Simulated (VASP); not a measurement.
# SnO2 (Fd-3m) in VASP: further runs

Runs on SnO2. Level: r2SCAN. Tasks: single point.

Everything below comes from runs of VASP 6.6.1. Logs are shortened: lines on timing, memory, paths and dates and some standing lists are left out, and cuts for length are marked.

### Step 1. The cell of the first run

The structure is cubic, space group Fd-3m (No. 227). The conventional cell has a = 8.925 Å, b = 8.925 Å, c = 8.925 Å, α = 90.00°, β = 90.00°, γ = 90.00°. Within 2.8 Å of Sn (site symmetry -3m) lie 6 O at 2.10 Å. Within 2.8 Å of O (site symmetry 3m) lie 3 Sn at 2.10 Å and 3 O at 2.74 Å.

### Step 2. Single point, r2SCAN

File POSCAR:

```
SnO2
1.0
    0.0000000000      4.4626589766      4.4626589766
    4.4626589766      0.0000000000      4.4626589766
    4.4626589766      4.4626589766      0.0000000000
Sn O
4 8
Direct
    0.1250000000      0.1250000000      0.6250000000
    0.6250000000      0.1250000000      0.1250000000
    0.1250000000      0.6250000000      0.1250000000
    0.1250000000      0.1250000000      0.1250000000
    0.8913962981      0.8913962981      0.8913962981
    0.8913962981      0.3258111057      0.8913962981
    0.8913962981      0.8913962981      0.3258111057
    0.3258111057      0.8913962981      0.8913962981
    0.9241888943      0.3586037019      0.3586037019
    0.3586037019      0.3586037019      0.9241888943
    0.3586037019      0.9241888943      0.3586037019
    0.3586037019      0.3586037019      0.3586037019
```

File INCAR.step1:

```
SYSTEM = SnO2
ALGO = Normal
EDIFF = 1E-4
ENCUT = 520
GGA = PE
ISMEAR = 0
LASPH = .TRUE.
LCHARG = .FALSE.
LREAL = .FALSE.
LWAVE = .TRUE.
NBANDS = 64
NELM = 100
PREC = Accurate
SIGMA = 0.05
```

File INCAR.step2:

```
SYSTEM = SnO2
ALGO = Normal
EDIFF = 1E-6
ENCUT = 520
ISIF = 2
ISMEAR = 0
ISTART = 1
LASPH = .TRUE.
LCHARG = .TRUE.
LELF = .TRUE.
LMIXTAU = .TRUE.
LREAL = .FALSE.
LVHAR = .TRUE.
LWAVE = .FALSE.
METAGGA = R2SCAN
NBANDS = 64
NELM = 100
PREC = Accurate
SIGMA = 0.05
```

File KPOINTS:

```
k-points
0
G
  4 4 4
  0 0 0
```

Potentials or basis: VASP PAW PBE potentials, release 64 (Sn_d, O).

Started as:

```bash
$ cat potpaw_PBE.64/Sn_d/POTCAR potpaw_PBE.64/O/POTCAR > POTCAR
$ cp INCAR.step1 INCAR
$ mpirun -np 1 vasp_std > vasp.out
$ cp INCAR.step2 INCAR
$ mpirun -np 1 vasp_std > vasp.out
```

OUTCAR:

```text
SYSTEM = SnO2
   EDIFF = 1E-6
   ENCUT = 520
   ISIF = 2
   ISMEAR = 0
   ISTART = 1
   LASPH = .TRUE.
   LREAL = .FALSE.
   METAGGA = R2SCAN
   NELM = 100
   PREC = Accurate

 ion  position               nearest neighbor table
   1  0.125  0.125  0.625-   6 2.10   8 2.10   9 2.10  11 2.10   5 2.10  12 2.10   4 3.16   2 3.16
                             3 3.16   4 3.16   3 3.16   2 3.16
   2  0.625  0.125  0.125-   6 2.10   7 2.10  10 2.10  11 2.10   5 2.10  12 2.10   4 3.16   1 3.16
                             3 3.16   1 3.16   3 3.16   4 3.16
   3  0.125  0.625  0.125-   7 2.10   8 2.10   9 2.10  10 2.10   5 2.10  12 2.10   4 3.16   1 3.16
                             1 3.16   2 3.16   4 3.16   2 3.16
   4  0.125  0.125  0.125-   7 2.10  10 2.10   8 2.10   9 2.10   6 2.10  11 2.10   1 3.16   2 3.16
                             3 3.16   1 3.16   3 3.16   2 3.16
   5  0.891  0.891  0.891-   1 2.10   2 2.10   3 2.10
   6  0.891  0.326  0.891-   1 2.10   2 2.10   4 2.10
   7  0.891  0.891  0.326-   2 2.10   3 2.10   4 2.10
   8  0.326  0.891  0.891-   1 2.10   3 2.10   4 2.10
   9  0.924  0.359  0.359-   1 2.10   3 2.10   4 2.10
  10  0.359  0.359  0.924-   2 2.10   3 2.10   4 2.10
  11  0.359  0.924  0.359-   1 2.10   2 2.10   4 2.10
  12  0.359  0.359  0.359-   1 2.10   2 2.10   3 2.10

  LATTYP: Found a face centered cubic cell.
 ALAT       =     8.9253179532

  Lattice vectors:

 A1 = (   0.0000000000,   4.4626589766,   4.4626589766)
 A2 = (   4.4626589766,   0.0000000000,   4.4626589766)
 A3 = (   4.4626589766,   4.4626589766,   0.0000000000)

Analysis of symmetry for initial positions (statically):
=====================================================================
 Subroutine PRICEL returns:
 Original cell was already a primitive cell.

 Routine SETGRP: Setting up the symmetry group for a
 face centered cubic supercell.

 Subroutine GETGRP returns: Found 48 space group operations
 (whereof 24 operations were pure point group operations)
 out of a pool of 48 trial point group operations.

The static configuration has the point symmetry T_d .
 The point group associated with its full space group is O_h .

Analysis of symmetry for dynamics (positions and initial velocities):
=====================================================================
 Subroutine PRICEL returns:
 Original cell was already a primitive cell.

 Routine SETGRP: Setting up the symmetry group for a
 face centered cubic supercell.

[... 120 lines left out ...]
   NUPDOWN=      -1.0000    fix difference up-down
   EMIN   =  10.00;   EMAX   =-10.00  energy-range for DOS
   EFERMI =   0.00;   METHOD = LEGACY
   ISMEAR =     0;   SIGMA  =   0.05  broadening in eV -4-tet -1-fermi 0-gaus
   EFERMI_NEDOS =   21; number of points for ismear=-14 and -15
   IALGO  =     38    algorithm
   IMIX   =      4    mixing-type and parameters
     AMIX     =   0.40;   BMIX     =  1.00
     AMIX_MAG =   1.60;   BMIX_MAG =  1.00
  volume/ion in A,a.u.               =      14.81        99.96
  Fermi-wavevector in a.u.,A,eV,Ry     =   1.369248  2.587504 25.508763  1.874841
  Thomas-Fermi vector in A             =   2.495141
   LORBIT       =      0    0 simple, 1 ext, 2 COOP (PROOUT), +10 PAW based schemes
   METAGGA = R2SCAN    functional components
   LHFCALC =     F    Hartree Fock is set to
   AEXX    =    0.0000 exact exchange contribution
   IVDW    =     0    specifies the selected vdW correction
   LEPSILON=     F    determine dielectric tensor
   LRPA    =     F    only Hartree local field effects (RPA)
 non-spin polarized calculation
 Gauss-broadening in eV      SIGMA  =   0.05
  energy-cutoff  :      520.00
  volume of cell :      177.75
 maximum number of plane-waves:      4813
 NGX is ok and might be reduce to    48
   NGX = 23   NGY = 23   NGZ = 23

 number of electron     104.0000024 magnetization

 Free energy of the ion-electron system (eV)
  ---------------------------------------------------
  ext. energy  EPLUGINS =         0.00000000
  ---------------------------------------------------
  free energy    TOTEN  =      -166.02121192 eV

  energy without entropy =     -166.02121192  energy(sigma->0) =     -166.02121192

 E-fermi :   2.7587     XC(G=0): -10.4094

 val. band max:        2.4843415662   @ k =   0.0000   0.0000   0.0000
 cond. band min:       5.1128619540   @ k =   0.0000   0.0000   0.0000
 fundamental gap:      2.6285203879
 Fermi energy:         2.7586719868

 k-point     1 :       0.0000    0.0000    0.0000
  band No.  band energies     occupation
      1     -18.8946      2.00000
      2     -18.8946      2.00000
      3     -18.8946      2.00000
      4     -18.2129      2.00000
      5     -17.8590      2.00000
      6     -17.8590      2.00000
[... 525 lines left out ...]
     63      13.8978      0.00000
     64      13.8978      0.00000

------------------------ aborting loop because EDIFF is reached ----------------------------------------

  FORCE on cell =-STRESS in cart. coord.  units (eV):
  Direction    XX          YY          ZZ          XY          YZ          ZX
  --------------------------------------------------------------------------------------
  -------------------------------------------------------------------------------------
  Total        1.1569361      1.1569361      1.1569361     -0.0000000      0.0000000      0.0000000
  in kB       10.4281877     10.4281877     10.4281877     -0.0000000      0.0000000      0.0000000
  external PRESSURE =      10.4281877 kB  Pullay stress =       0.0000000 kB

 VOLUME and BASIS-vectors are now :
 -----------------------------------------------------------------------------
  energy-cutoff  :      520.00
  volume of cell :      177.75
      direct lattice vectors                 reciprocal lattice vectors
     0.000000000  4.462658977  4.462658977    -0.112040826  0.112040826  0.112040826
     4.462658977  0.000000000  4.462658977     0.112040826 -0.112040826  0.112040826
     4.462658977  4.462658977  0.000000000     0.112040826  0.112040826 -0.112040826

 POSITION                                       TOTAL-FORCE (eV/Angst)
 -----------------------------------------------------------------------------------
      3.34699      3.34699      1.11566         0.000000      0.000000      0.000000
      1.11566      3.34699      3.34699         0.000000      0.000000      0.000000
      3.34699      1.11566      3.34699         0.000000      0.000000      0.000000
      1.11566      1.11566      1.11566         0.000000      0.000000      0.000000
      7.95600      7.95600      7.95600        -0.051725     -0.051725     -0.051725
      5.43198      7.95600      5.43198         0.051725     -0.051725      0.051725
      5.43198      5.43198      7.95600         0.051725      0.051725     -0.051725
      7.95600      5.43198      5.43198        -0.051725      0.051725      0.051725
      3.20065      5.72467      5.72467         0.051725     -0.051725     -0.051725
      5.72467      5.72467      3.20065        -0.051725     -0.051725      0.051725
      5.72467      3.20065      5.72467        -0.051725      0.051725     -0.051725
      3.20065      3.20065      3.20065         0.051725      0.051725      0.051725
 -----------------------------------------------------------------------------------
    total drift:                                0.000000      0.000000      0.000000

  FREE ENERGIE OF THE ION-ELECTRON SYSTEM (eV)
  ---------------------------------------------------
  free  energy   TOTEN  =      -166.0212119182 eV

  energy  without entropy=     -166.0212119182  energy(sigma->0) =     -166.02121192
```

OUTCAR.step1:

```text
SYSTEM = SnO2
   EDIFF = 1E-4
   ENCUT = 520
   GGA = PE
   ISMEAR = 0
   LASPH = .TRUE.
   LREAL = .FALSE.
   NELM = 100
[... 782 lines left out ...]
      5.72467      5.72467      3.20065        -0.354001     -0.354001      0.354001
      5.72467      3.20065      5.72467        -0.354001      0.354001     -0.354001
      3.20065      3.20065      3.20065         0.354001      0.354001      0.354001
 -----------------------------------------------------------------------------------
    total drift:                                0.000000      0.000000      0.000000

  FREE ENERGIE OF THE ION-ELECTRON SYSTEM (eV)
  ---------------------------------------------------
  free  energy   TOTEN  =       -72.1592811697 eV

  energy  without entropy=      -72.1592811697  energy(sigma->0) =      -72.15928117
```

OSZICAR.step1:

```text
N       E                     dE             d eps       ncg     rms          rms(c)
DAV:   1     0.162547692584E+04    0.16255E+04   -0.48569E+04  1176   0.243E+03
DAV:   2     0.253482895996E+03   -0.13720E+04   -0.13073E+04  1128   0.779E+02
DAV:   3    -0.577574484581E+02   -0.31124E+03   -0.30533E+03  1136   0.274E+02
DAV:   4    -0.833394925810E+02   -0.25582E+02   -0.25310E+02  1256   0.877E+01
DAV:   5    -0.840761019026E+02   -0.73661E+00   -0.73416E+00  1216   0.156E+01    0.216E+01
DAV:   6    -0.719688565900E+02    0.12107E+02   -0.42680E+01  1624   0.701E+01    0.835E+00
DAV:   7    -0.722380857860E+02   -0.26923E+00   -0.50824E+00  1152   0.926E+00    0.460E+00
DAV:   8    -0.721838667297E+02    0.54219E-01   -0.62505E-01  1496   0.548E+00    0.117E+00
DAV:   9    -0.721561730669E+02    0.27694E-01   -0.17167E-01  1552   0.416E+00    0.203E-01
DAV:  10    -0.721588008354E+02   -0.26278E-02   -0.17236E-02  1312   0.100E+00    0.102E-01
DAV:  11    -0.721592567947E+02   -0.45596E-03   -0.13131E-03  1312   0.280E-01    0.286E-02
DAV:  12    -0.721592811697E+02   -0.24375E-04   -0.84555E-05   704   0.568E-02
   1 F= -.72159281E+02 E0= -.72159281E+02  d E =-.535642E-19
```

It took 4.6 min on 1 thread of Intel Xeon Platinum 8488C (Sapphire Rapids), shared host; peak memory 0.39 GiB.

What came out:

```
Free energy            : -166.0212 eV
Pressure               : 1.0 GPa
Largest force          : 0.090 eV/Å
Band gap on the k mesh : 2.63 eV
```

Forces on the atoms (eV/Å):
```
Sn   0.000  0.000  0.000
Sn   0.000  0.000  0.000
Sn   0.000  0.000  0.000
Sn   0.000  0.000  0.000
O   -0.052 -0.052 -0.052
O    0.052 -0.052  0.052
O    0.052  0.052 -0.052
O   -0.052  0.052  0.052
O    0.052 -0.052 -0.052
O   -0.052 -0.052  0.052
O   -0.052  0.052 -0.052
O    0.052  0.052  0.052
```

Levels at points of the mesh, in eV from the valence-band top:
```tsv
k point	band 48	band 49	band 50	band 51	band 52	band 53	band 54	band 55	band 56	band 57
(0.00, 0.00, 0.00)	-0.41	-0.41	0.00	0.00	0.00	2.63	6.40	6.40	6.40	6.89
(0.50, 0.00, 0.00)	-0.27	-0.27	-0.27	-0.21	-0.21	4.36	6.10	6.79	6.79	7.08
(0.50, 0.50, 0.00)	-0.60	-0.56	-0.56	-0.02	-0.02	5.41	5.41	6.97	6.97	8.39
```

Caveat: the PAW data sets were made with another functional, which shifts forces and pressure a little; spin-orbit coupling is left out, which moves the levels of the heavy elements.

### Step 3. Single point, r2SCAN

POSCAR is that of step 2.

File INCAR.step1:

```
SYSTEM = SnO2
PREC     = Accurate       ! precision mode
ENCUT    = 520            ! plane-wave cutoff, eV
ISMEAR   = 0              ! smearing method
SIGMA    = 0.02           ! smearing width, eV
LREAL    = .FALSE.        ! projectors in reciprocal space
LASPH    = .TRUE.         ! aspherical terms in the spheres
NELM     = 100            ! most SCF steps
NBANDS   = 64             ! bands
GGA      = PE             ! functional
ALGO     = Normal         ! electronic algorithm
EDIFF    = 1E-4           ! SCF threshold, eV
LWAVE    = .TRUE.         ! write WAVECAR
LCHARG   = .FALSE.        ! write CHGCAR
```

File INCAR.step2:

```
SYSTEM = SnO2
PREC     = Accurate       ! precision mode
ENCUT    = 520            ! plane-wave cutoff, eV
EDIFF    = 1E-6           ! SCF threshold, eV
ISMEAR   = 0              ! smearing method
SIGMA    = 0.02           ! smearing width, eV
LREAL    = .FALSE.        ! projectors in reciprocal space
LASPH    = .TRUE.         ! aspherical terms in the spheres
NELM     = 100            ! most SCF steps
ALGO     = Normal         ! electronic algorithm
ISIF     = 2              ! what is computed and relaxed
LWAVE    = .FALSE.        ! write WAVECAR
LCHARG   = .FALSE.        ! write CHGCAR
METAGGA  = R2SCAN         ! meta-GGA
LMIXTAU  = .TRUE.       
NBANDS   = 64             ! bands
ISTART   = 1
```

File KPOINTS:

```
Automatic mesh
0
G
  6 6 6
  0 0 0
```

Potentials or basis: VASP PAW PBE potentials, release 64 (Sn_d, O).

Started as:

```bash
$ cat potpaw_PBE.64/Sn_d/POTCAR potpaw_PBE.64/O/POTCAR > POTCAR
$ cp INCAR.step1 INCAR
$ mpirun -np 1 vasp_std > vasp.out
$ cp INCAR.step2 INCAR
$ mpirun -np 1 vasp_std > vasp.out
```

OUTCAR:

```text
SYSTEM = SnO2
   PREC = Accurate
   ENCUT = 520
   EDIFF = 1E-6
   ISMEAR = 0
   LREAL = .FALSE.
   LASPH = .TRUE.
   NELM = 100
   ISIF = 2
   METAGGA = R2SCAN
   ISTART = 1

 ion  position               nearest neighbor table
   1  0.125  0.125  0.625-   6 2.10   8 2.10   9 2.10  11 2.10   5 2.10  12 2.10   4 3.16   2 3.16
                             3 3.16   4 3.16   3 3.16   2 3.16
   2  0.625  0.125  0.125-   6 2.10   7 2.10  10 2.10  11 2.10   5 2.10  12 2.10   4 3.16   1 3.16
                             3 3.16   1 3.16   3 3.16   4 3.16
   3  0.125  0.625  0.125-   7 2.10   8 2.10   9 2.10  10 2.10   5 2.10  12 2.10   4 3.16   1 3.16
                             1 3.16   2 3.16   4 3.16   2 3.16
   4  0.125  0.125  0.125-   7 2.10  10 2.10   8 2.10   9 2.10   6 2.10  11 2.10   1 3.16   2 3.16
                             3 3.16   1 3.16   3 3.16   2 3.16
   5  0.891  0.891  0.891-   1 2.10   2 2.10   3 2.10
   6  0.891  0.326  0.891-   1 2.10   2 2.10   4 2.10
   7  0.891  0.891  0.326-   2 2.10   3 2.10   4 2.10
   8  0.326  0.891  0.891-   1 2.10   3 2.10   4 2.10
   9  0.924  0.359  0.359-   1 2.10   3 2.10   4 2.10
[... 1277 lines left out ...]
     64      13.9365      0.00000

------------------------ aborting loop because EDIFF is reached ----------------------------------------

  FORCE on cell =-STRESS in cart. coord.  units (eV):
  Direction    XX          YY          ZZ          XY          YZ          ZX
  --------------------------------------------------------------------------------------
  -------------------------------------------------------------------------------------
  Total        1.1567035      1.1567035      1.1567035     -0.0000000      0.0000000      0.0000000
  in kB       10.4260916     10.4260916     10.4260916     -0.0000000      0.0000000      0.0000000
  external PRESSURE =      10.4260916 kB  Pullay stress =       0.0000000 kB

 VOLUME and BASIS-vectors are now :
 -----------------------------------------------------------------------------
  energy-cutoff  :      520.00
  volume of cell :      177.75
      direct lattice vectors                 reciprocal lattice vectors
     0.000000000  4.462658977  4.462658977    -0.112040826  0.112040826  0.112040826
     4.462658977  0.000000000  4.462658977     0.112040826 -0.112040826  0.112040826
     4.462658977  4.462658977  0.000000000     0.112040826  0.112040826 -0.112040826

 POSITION                                       TOTAL-FORCE (eV/Angst)
 -----------------------------------------------------------------------------------
      3.34699      3.34699      1.11566        -0.000000     -0.000000     -0.000000
      1.11566      3.34699      3.34699        -0.000000     -0.000000     -0.000000
      3.34699      1.11566      3.34699        -0.000000     -0.000000     -0.000000
      1.11566      1.11566      1.11566        -0.000000     -0.000000     -0.000000
      7.95600      7.95600      7.95600        -0.051752     -0.051752     -0.051752
      5.43198      7.95600      5.43198         0.051752     -0.051752      0.051752
      5.43198      5.43198      7.95600         0.051752      0.051752     -0.051752
      7.95600      5.43198      5.43198        -0.051752      0.051752      0.051752
      3.20065      5.72467      5.72467         0.051752     -0.051752     -0.051752
      5.72467      5.72467      3.20065        -0.051752     -0.051752      0.051752
      5.72467      3.20065      5.72467        -0.051752      0.051752     -0.051752
      3.20065      3.20065      3.20065         0.051752      0.051752      0.051752
 -----------------------------------------------------------------------------------
    total drift:                                0.000000      0.000000      0.000000

  FREE ENERGIE OF THE ION-ELECTRON SYSTEM (eV)
  ---------------------------------------------------
  free  energy   TOTEN  =      -166.0213103197 eV

  energy  without entropy=     -166.0213103197  energy(sigma->0) =     -166.02131032
```

OUTCAR.step1:

```text
SYSTEM = SnO2
   PREC = Accurate
   ENCUT = 520
   ISMEAR = 0
   LREAL = .FALSE.
   LASPH = .TRUE.
   NELM = 100
[... 1326 lines left out ...]
      5.72467      5.72467      3.20065        -0.354319     -0.354319      0.354319
      5.72467      3.20065      5.72467        -0.354319      0.354319     -0.354319
      3.20065      3.20065      3.20065         0.354319      0.354319      0.354319
 -----------------------------------------------------------------------------------
    total drift:                                0.000000      0.000000      0.000000

  FREE ENERGIE OF THE ION-ELECTRON SYSTEM (eV)
  ---------------------------------------------------
  free  energy   TOTEN  =       -72.1594734001 eV

  energy  without entropy=      -72.1594734001  energy(sigma->0) =      -72.15947340
```

Wall time 8.4 min (1 thread of Intel Xeon Platinum 8488C (Sapphire Rapids), shared host); peak memory 0.44 GiB.

Results:

| Quantity | Value |
| --- | --- |
| Free energy | -166.0213 eV |
| Pressure | 1.0 GPa |
| Largest force | 0.090 eV/Å |
| Band gap on the k mesh | 2.63 eV |

Forces on the atoms (eV/Å):
```
Sn   0.000  0.000  0.000
Sn   0.000  0.000  0.000
Sn   0.000  0.000  0.000
Sn   0.000  0.000  0.000
O   -0.052 -0.052 -0.052
O    0.052 -0.052  0.052
O    0.052  0.052 -0.052
O   -0.052  0.052  0.052
O    0.052 -0.052 -0.052
O   -0.052 -0.052  0.052
O   -0.052  0.052 -0.052
O    0.052  0.052  0.052
```

Caveat: the PAW data sets were made with another functional, which shifts forces and pressure a little; spin-orbit coupling is left out, which moves the levels of the heavy elements.
